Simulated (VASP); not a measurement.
# Nb2SiB2 (P6/mmm) in VASP: a series of runs

Runs on Nb2SiB2. Level: PBE. Tasks: single point.

Program: VASP 6.6.1. These are calculated values, not measurements. Logs are shortened: lines on timing, memory, paths and dates and some standing lists are left out, and cuts for length are marked.

### 1 The cell of the first run

It takes space group P6/mmm (No. 191, hexagonal). Conventional cell: a = 3.930 Å, b = 3.930 Å, c = 5.368 Å, α = 90.00°, β = 90.00°, γ = 120.00°. Within 3.0 Å of Nb (site symmetry -6m2) lie 3 Nb at 2.27 Å and 2 B at 2.68 Å. Within 3.0 Å of Si (site symmetry 6/mmm) lie 6 B at 2.27 Å. B (site symmetry -6m2) has 3 B at 2.27 Å and 3 Si at 2.27 Å and 2 Nb at 2.68 Å within 3.0 Å.

### 2 Single point, PBE

Input file INCAR:

```
SYSTEM = Nb2SiB2
PREC     = Accurate       ! precision mode
ENCUT    = 520            ! plane-wave cutoff, eV
EDIFF    = 1E-6           ! SCF threshold, eV
ISMEAR   = 0              ! smearing method
SIGMA    = 0.1            ! smearing width, eV
LREAL    = .False.        ! projectors in reciprocal space
LASPH    = .True.         ! aspherical terms in the spheres
NELM     = 60             ! most SCF steps
ALGO     = Normal         ! electronic algorithm
ISIF     = 2              ! what is computed and relaxed
LWAVE    = .False.        ! write WAVECAR
LCHARG   = .False.        ! write CHGCAR
GGA      = PE             ! functional
NBANDS   = 26             ! bands
```

Input file KPOINTS:

```
regular mesh
0
Gamma
  6 6 4
  0 0 0
```

Input file POSCAR:

```
Nb2SiB2
1.0
    3.9302040500      0.0000000000      0.0000000000
   -1.9651020300      3.4036565500      0.0000000000
    0.0000000000      0.0000000000      5.3675645600
Nb Si B
2 1 2
Direct
    0.3333333300      0.6666666700      0.5000000000
    0.6666666700      0.3333333300      0.5000000000
    0.0000000000      0.0000000000      0.0000000000
    0.3333333300      0.6666666700      0.0000000000
    0.6666666700      0.3333333300      0.0000000000
```

Potentials or basis: VASP PAW PBE potentials, release 64 (Nb_sv, Si, B).

On the command line:

```bash
$ cat potpaw_PBE.64/Nb_sv/POTCAR potpaw_PBE.64/Si/POTCAR potpaw_PBE.64/B/POTCAR > POTCAR
$ mpirun -np 1 vasp_std > vasp.out
```

OUTCAR:

```text
SYSTEM = Nb2SiB2
   PREC = Accurate
   ENCUT = 520
   EDIFF = 1E-6
   ISMEAR = 0
   LREAL = .False.
   LASPH = .True.
   NELM = 60
   ISIF = 2
   GGA = PE

 ion  position               nearest neighbor table
   1  0.333  0.667  0.500-   2 2.27   2 2.27   2 2.27
   2  0.667  0.333  0.500-   1 2.27   1 2.27   1 2.27
   3  0.000  0.000  0.000-   4 2.27   5 2.27   5 2.27   4 2.27   5 2.27   4 2.27
   4  0.333  0.667  0.000-   3 2.27   3 2.27   3 2.27
   5  0.667  0.333  0.000-   3 2.27   3 2.27   3 2.27

  LATTYP: Found a hexagonal cell.
 ALAT       =     3.9302040500
 C/A-ratio  =     1.3657215991

  Lattice vectors:

 A1 = (   3.9302040500,   0.0000000000,   0.0000000000)
 A2 = (  -1.9651020300,   3.4036565500,   0.0000000000)
 A3 = (   0.0000000000,   0.0000000000,   5.3675645600)

Analysis of symmetry for initial positions (statically):
=====================================================================
 Subroutine PRICEL returns:
 Original cell was already a primitive cell.

 Routine SETGRP: Setting up the symmetry group for a
 hexagonal supercell.

 Subroutine GETGRP returns: Found 24 space group operations
 (whereof 24 operations were pure point group operations)
 out of a pool of 24 trial point group operations.

The static configuration has the point symmetry D_6h.

Analysis of symmetry for dynamics (positions and initial velocities):
=====================================================================
 Subroutine PRICEL returns:
 Original cell was already a primitive cell.

 Routine SETGRP: Setting up the symmetry group for a
 hexagonal supercell.

 Subroutine GETGRP returns: Found 24 space group operations
 (whereof 24 operations were pure point group operations)
 out of a pool of 24 trial point group operations.

The dynamic configuration has the point symmetry D_6h.

 Subroutine INISYM returns: Found 24 space group operations
 (whereof 24 operations are pure point group operations),
 and found     1 'primitive' translations

----------------------------------------------------------------------------------------

                                     Primitive cell

  volume of cell :      71.8023

  direct lattice vectors                    reciprocal lattice vectors
     3.930204050  0.000000000  0.000000000     0.254439715  0.146900839  0.000000000
    -1.965102030  3.403656550  0.000000000     0.000000000  0.293801676  0.000000000
     0.000000000  0.000000000  5.367564560     0.000000000  0.000000000  0.186304233

[... 86 lines left out ...]
   LREAL  =      F    real-space projection
   EDIFFG = 0.1E-04   stopping-criterion for IOM
   NSW    =      0    number of steps for IOM
   IBRION =     -1    ionic relax: 0-MD 1-quasi-New 2-CG
   NFREE  =      0    steps in history (QN), initial steepest desc. (CG)
   ISIF   =      2    stress and relaxation
   ISYM   =      2    0-nonsym 1-usesym 2-fastsym
   POTIM  = 0.5000    time-step for ionic-motion
   TEBEG  =    0.0;   TEEND  =   0.0 temperature during run
   PSTRESS=    0.0 pullay stress
   NELECT =      36.0000    total number of electrons
   NUPDOWN=      -1.0000    fix difference up-down
   EMIN   =  10.00;   EMAX   =-10.00  energy-range for DOS
   EFERMI =   0.00;   METHOD = LEGACY
   ISMEAR =     0;   SIGMA  =   0.10  broadening in eV -4-tet -1-fermi 0-gaus
   EFERMI_NEDOS =   21; number of points for ismear=-14 and -15
   IALGO  =     38    algorithm
   IMIX   =      4    mixing-type and parameters
     AMIX     =   0.40;   BMIX     =  1.00
     AMIX_MAG =   1.60;   BMIX_MAG =  1.00
  volume/ion in A,a.u.               =      14.36        96.91
  Fermi-wavevector in a.u.,A,eV,Ry     =   1.300558  2.457698 23.013579  1.691450
  Thomas-Fermi vector in A             =   2.431749
   LORBIT       =      0    0 simple, 1 ext, 2 COOP (PROOUT), +10 PAW based schemes
   GGA     = PE    functional components
   LHFCALC =     F    Hartree Fock is set to
   AEXX    =    0.0000 exact exchange contribution
   IVDW    =     0    specifies the selected vdW correction
   LEPSILON=     F    determine dielectric tensor
   LRPA    =     F    only Hartree local field effects (RPA)
 non-spin polarized calculation
 Gauss-broadening in eV      SIGMA  =   0.10
  energy-cutoff  :      520.00
  volume of cell :       71.80
 maximum number of plane-waves:      1952
 NGX is ok and might be reduce to    30
   NGX = 15   NGY = 15   NGZ = 19

 number of electron      35.9999996 magnetization

 Free energy of the ion-electron system (eV)
  ---------------------------------------------------
  ext. energy  EPLUGINS =         0.00000000
  ---------------------------------------------------
  free energy    TOTEN  =       -31.09798896 eV

  energy without entropy =      -31.07826123  energy(sigma->0) =      -31.08812509

 E-fermi :   8.7774     XC(G=0): -11.4505

 val. band max:        8.7575294471   @ k =   0.0000   0.0000   0.5000
 cond. band min:       8.7781057635   @ k =   0.3333   0.1667   0.0000
 fundamental gap:      0.0205763164
 Fermi energy:         8.7773507242

 k-point     1 :       0.0000    0.0000    0.0000
  band No.  band energies     occupation
      1     -46.0405      2.00000
      2     -44.4607      2.00000
      3     -23.3047      2.00000
      4     -23.3047      2.00000
      5     -21.9920      2.00000
      6     -20.8140      2.00000
[... 598 lines left out ...]
     25      13.0067      0.00000
     26      14.7141      0.00000

------------------------ aborting loop because EDIFF is reached ----------------------------------------

  FORCE on cell =-STRESS in cart. coord.  units (eV):
  Direction    XX          YY          ZZ          XY          YZ          ZX
  --------------------------------------------------------------------------------------
  -------------------------------------------------------------------------------------
  Total        7.4140787      7.4140787    -10.5809490     -0.0000000     -0.0000000      0.0000000
  in kB      165.4358653    165.4358653   -236.1006044     -0.0000002     -0.0000000      0.0000000
  external PRESSURE =      31.5903754 kB  Pullay stress =       0.0000000 kB

 VOLUME and BASIS-vectors are now :
 -----------------------------------------------------------------------------
  energy-cutoff  :      520.00
  volume of cell :       71.80
      direct lattice vectors                 reciprocal lattice vectors
     3.930204050  0.000000000  0.000000000     0.254439715  0.146900839  0.000000000
    -1.965102030  3.403656550  0.000000000     0.000000000  0.293801676  0.000000000
     0.000000000  0.000000000  5.367564560     0.000000000  0.000000000  0.186304233

 POSITION                                       TOTAL-FORCE (eV/Angst)
 -----------------------------------------------------------------------------------
     -0.00000      2.26910      2.68378        -0.000000      0.000000     -0.000000
      1.96510      1.13455      2.68378         0.000000      0.000000      0.000000
      0.00000      0.00000      0.00000        -0.000000     -0.000000      0.000000
     -0.00000      2.26910      0.00000         0.000000     -0.000000      0.000000
      1.96510      1.13455      0.00000        -0.000000     -0.000000      0.000000
 -----------------------------------------------------------------------------------
    total drift:                               -0.000000      0.000000      0.000000

  FREE ENERGIE OF THE ION-ELECTRON SYSTEM (eV)
  ---------------------------------------------------
  free  energy   TOTEN  =       -31.0979889570 eV

  energy  without entropy=      -31.0782612286  energy(sigma->0) =      -31.08812509
```

stdout:

```text
POSCAR found type information on POSCAR NbSiB
 POSCAR found :  3 types and       5 ions
 scaLAPACK will be used
 LDA part: xc-table for (Slater+PW92), standard interpolation
 POSCAR, INCAR and KPOINTS ok, starting setup
 FFT: planning ... GRIDC
 FFT: planning ... GRID_SOFT
 FFT: planning ... GRID
 WAVECAR not read
 entering main loop
```

It took 39 s on 1 thread of Intel Xeon 6975P-C, shared host; peak memory 0.2 GiB.

Results:

```
Free energy            : -31.0980 eV
Pressure               : 3.2 GPa
Band gap on the k mesh : zero (band 18 reaches 9.82 eV, above the bottom of band 19 at 8.09 eV)
```

### 3 Single point, PBE

This run uses another cell than the first one, of 14.55 Å³/atom, 1.013 times its volume.

Input file INCAR:

```
  ALGO = Normal
  EDIFF = 1E-7
  ENCUT = 520
  GGA = PE
  ISIF = 2
  ISMEAR = 0
  LASPH = True
  LCHARG = True
  LELF = True
  LREAL = False
  LVHAR = True
  LWAVE = False
  NBANDS = 26
  NELM = 80
  PREC = Accurate
  SIGMA = 0.1
```

Input file KPOINTS:

```
k-points
0
Gamma
  6 6 4
```

Input file POSCAR:

```
Nb2SiB2
1.0
    4.2764862923      0.0000000031      0.0000000000
   -2.1382431489      3.7035457665      0.0000000000
    0.0000000000      0.0000000000      4.5938824817
Nb Si B
2 1 2
Direct
    0.3333333333      0.6666666667      0.5000000000
    0.6666666667      0.3333333333      0.5000000000
    0.0000000000      0.0000000000      0.0000000000
    0.3333333333      0.6666666667      0.0000000000
    0.6666666667      0.3333333333      0.0000000000
```

Potentials or basis: VASP PAW PBE potentials, release 64 (Nb_sv, Si, B).

On the command line:

```bash
$ cat potpaw_PBE.64/Nb_sv/POTCAR potpaw_PBE.64/Si/POTCAR potpaw_PBE.64/B/POTCAR > POTCAR
$ mpirun -np 1 vasp_std > vasp.out
```

OUTCAR:

```text
EDIFF = 1E-7
   ENCUT = 520
   GGA = PE
   ISIF = 2
   ISMEAR = 0
   LASPH = True
   LREAL = False
   NELM = 80
   PREC = Accurate

 ion  position               nearest neighbor table
   1  0.333  0.667  0.500-   4 2.30   4 2.30   2 2.47   2 2.47   2 2.47
   2  0.667  0.333  0.500-   5 2.30   5 2.30   1 2.47   1 2.47   1 2.47
   3  0.000  0.000  0.000-   4 2.47   5 2.47   5 2.47   4 2.47   5 2.47   4 2.47
   4  0.333  0.667  0.000-   1 2.30   1 2.30   3 2.47   3 2.47   3 2.47
   5  0.667  0.333  0.000-   2 2.30   2 2.30   3 2.47   3 2.47   3 2.47

  LATTYP: Found a hexagonal cell.
 ALAT       =     4.2764862923
 C/A-ratio  =     1.0742189189

  Lattice vectors:

 A1 = (   4.2764862923,   0.0000000031,   0.0000000000)
 A2 = (  -2.1382431489,   3.7035457665,   0.0000000000)
 A3 = (   0.0000000000,   0.0000000000,   4.5938824817)

Analysis of symmetry for initial positions (statically):
=====================================================================
 Subroutine PRICEL returns:
 Original cell was already a primitive cell.

 Routine SETGRP: Setting up the symmetry group for a
 hexagonal supercell.

 Subroutine GETGRP returns: Found 24 space group operations
 (whereof 24 operations were pure point group operations)
 out of a pool of 24 trial point group operations.

The static configuration has the point symmetry D_6h.

Analysis of symmetry for dynamics (positions and initial velocities):
=====================================================================
 Subroutine PRICEL returns:
 Original cell was already a primitive cell.

 Routine SETGRP: Setting up the symmetry group for a
 hexagonal supercell.

 Subroutine GETGRP returns: Found 24 space group operations
 (whereof 24 operations were pure point group operations)
 out of a pool of 24 trial point group operations.

[... 119 lines left out ...]
   IALGO  =     38    algorithm
   IMIX   =      4    mixing-type and parameters
     AMIX     =   0.40;   BMIX     =  1.00
     AMIX_MAG =   1.60;   BMIX_MAG =  1.00
  volume/ion in A,a.u.               =      14.55        98.20
  Fermi-wavevector in a.u.,A,eV,Ry     =   1.294834  2.446882 22.811462  1.676595
  Thomas-Fermi vector in A             =   2.426392
   LORBIT       =      0    0 simple, 1 ext, 2 COOP (PROOUT), +10 PAW based schemes
   GGA     = PE    functional components
   LHFCALC =     F    Hartree Fock is set to
   AEXX    =    0.0000 exact exchange contribution
   IVDW    =     0    specifies the selected vdW correction
   LEPSILON=     F    determine dielectric tensor
   LRPA    =     F    only Hartree local field effects (RPA)
 non-spin polarized calculation
 Gauss-broadening in eV      SIGMA  =   0.10
  energy-cutoff  :      520.00
  volume of cell :       72.76
 maximum number of plane-waves:      1988
 NGX is ok and might be reduce to    32
   NGX = 15   NGY = 15   NGZ = 17

 number of electron      35.9999999 magnetization

 Free energy of the ion-electron system (eV)
  ---------------------------------------------------
  ext. energy  EPLUGINS =         0.00000000
  ---------------------------------------------------
  free energy    TOTEN  =       -32.83346181 eV

  energy without entropy =      -32.81513248  energy(sigma->0) =      -32.82429715

 E-fermi :   8.5880     XC(G=0): -11.4671

 val. band max:        8.4884134332   @ k =   0.3333   0.3333   0.5000
 cond. band min:       8.5880646836   @ k =   0.1667   0.1667   0.2500
 fundamental gap:      0.0996512504
 Fermi energy:         8.5879908786

 k-point     1 :       0.0000    0.0000    0.0000
  band No.  band energies     occupation
      1     -45.8344      2.00000
      2     -45.1048      2.00000
      3     -22.6664      2.00000
      4     -22.6664      2.00000
      5     -21.9668      2.00000
      6     -21.3590      2.00000
[... 598 lines left out ...]
     25      11.8172      0.00000
     26      12.2024      0.00000

------------------------ aborting loop because EDIFF is reached ----------------------------------------

  FORCE on cell =-STRESS in cart. coord.  units (eV):
  Direction    XX          YY          ZZ          XY          YZ          ZX
  --------------------------------------------------------------------------------------
  -------------------------------------------------------------------------------------
  Total       -0.0079799     -0.0079799     -0.0875431      0.0000000      0.0000000      0.0000000
  in kB       -0.1757198     -0.1757198     -1.9277370      0.0000000      0.0000000      0.0000000
  external PRESSURE =      -0.7597255 kB  Pullay stress =       0.0000000 kB

 VOLUME and BASIS-vectors are now :
 -----------------------------------------------------------------------------
  energy-cutoff  :      520.00
  volume of cell :       72.76
      direct lattice vectors                 reciprocal lattice vectors
     4.276486292  0.000000003  0.000000000     0.233836830  0.135005757  0.000000000
    -2.138243149  3.703545767  0.000000000    -0.000000000  0.270011514  0.000000000
     0.000000000  0.000000000  4.593882482     0.000000000  0.000000000  0.217680797

 POSITION                                       TOTAL-FORCE (eV/Angst)
 -----------------------------------------------------------------------------------
     -0.00000      2.46903      2.29694        -0.000000     -0.000000      0.000000
      2.13824      1.23452      2.29694         0.000000      0.000000      0.000000
      0.00000      0.00000      0.00000         0.000000     -0.000000      0.000000
     -0.00000      2.46903      0.00000         0.000000     -0.000000      0.000000
      2.13824      1.23452      0.00000        -0.000000     -0.000000      0.000000
 -----------------------------------------------------------------------------------
    total drift:                               -0.000000      0.000000      0.000000

  FREE ENERGIE OF THE ION-ELECTRON SYSTEM (eV)
  ---------------------------------------------------
  free  energy   TOTEN  =       -32.8334618119 eV

  energy  without entropy=      -32.8151324785  energy(sigma->0) =      -32.82429715
```

OSZICAR:

```text
N       E                     dE             d eps       ncg     rms          rms(c)
DAV:   1     0.334880087527E+03    0.33488E+03   -0.18799E+04  1092   0.134E+03
DAV:   2    -0.459103846101E+01   -0.33947E+03   -0.32736E+03  1352   0.491E+02
DAV:   3    -0.321478987527E+02   -0.27557E+02   -0.26709E+02  2064   0.997E+01
DAV:   4    -0.336778604160E+02   -0.15300E+01   -0.15127E+01  1544   0.198E+01
DAV:   5    -0.337639140030E+02   -0.86054E-01   -0.85760E-01  1964   0.520E+00    0.114E+01
DAV:   6    -0.329760683776E+02    0.78785E+00   -0.55544E+00  1656   0.121E+01    0.499E+00
DAV:   7    -0.328275731147E+02    0.14850E+00   -0.10591E+00  1712   0.466E+00    0.309E+00
DAV:   8    -0.328283241377E+02   -0.75102E-03   -0.10986E-01  1590   0.257E+00    0.948E-01
DAV:   9    -0.328334179689E+02   -0.50938E-02   -0.28136E-02  1972   0.128E+00    0.426E-01
DAV:  10    -0.328333747301E+02    0.43239E-04   -0.18465E-03  1782   0.297E-01    0.274E-01
DAV:  11    -0.328334709997E+02   -0.96270E-04   -0.89037E-04  1386   0.259E-01    0.522E-02
DAV:  12    -0.328334613833E+02    0.96163E-05   -0.10046E-04  1882   0.612E-02    0.129E-02
DAV:  13    -0.328334621430E+02   -0.75961E-06   -0.13135E-05  1584   0.383E-02    0.522E-03
DAV:  14    -0.328334616469E+02    0.49606E-06   -0.17659E-06  1860   0.864E-03    0.190E-03
DAV:  15    -0.328334618278E+02   -0.18096E-06   -0.18379E-07  1116   0.294E-03    0.543E-04
DAV:  16    -0.328334618119E+02    0.15989E-07   -0.25462E-08   790   0.134E-03
   1 F= -.32833462E+02 E0= -.32824297E+02  d E =-.183293E-01
```

stdout:

```text
POSCAR found type information on POSCAR NbSiB
 POSCAR found :  3 types and       5 ions
 scaLAPACK will be used
 LDA part: xc-table for (Slater+PW92), standard interpolation
 POSCAR, INCAR and KPOINTS ok, starting setup
 FFT: planning ... GRIDC
 FFT: planning ... GRID_SOFT
 FFT: planning ... GRID
 WAVECAR not read
 entering main loop
```

Wall time 44 s (1 thread of Intel Xeon 6975P-C, shared host); peak memory 0.2 GiB.

What came out:

```yaml
Free_energy: -32.8335 eV
Pressure: -0.1 GPa
Band_gap_on_the_k_mesh: zero (band 18 reaches 9.11 eV, above the bottom of band 19 at 8.15 eV)
```
